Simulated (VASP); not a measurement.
Runs of VASP 6.6.1 on Ti3Al. The structure is that of space group Pm-3m (No. 221), or close to it. The cells are those of the table. The cell was generated, and may not be a known phase.

```tsv
task	spin	cell	k mesh	cutoff (eV)	gap on the mesh (eV)	pressure (GPa)	relaxed volume (Å³/atom)
single point	collinear	a = 4.053 Å, 4 atoms	4 × 4 × 4	520	none	(a)	-
single point	off	a = 4.051 Å, 4 atoms	12 × 12 × 12	520	none	-0.1	-
relaxation of cell and atoms	off	relaxed from a = 3.881 Å, 4 atoms	4 × 4 × 4	600	none	-0.1	16.62
relaxation of cell and atoms	off	relaxed from a = 4.053 Å, 4 atoms	12 × 12 × 12	600	none	0.0	16.60
single point	off	a = 3.881 Å, 4 atoms	4 × 4 × 4	520	none	18.1	-
```

Alike in all rows: level PBE; potentials or basis VASP PAW PBE potentials, release 64 (Ti_sv, Al); smearing gaussian 0.1 eV.

Task: Fill in the values left out.

Result: (a) -0.3.

Caveats: some runs use coarse meshes; a moment this small can come from the mesh or the smearing (at least some runs).

A gap of «none» marks levels without a gap at the run's occupations.
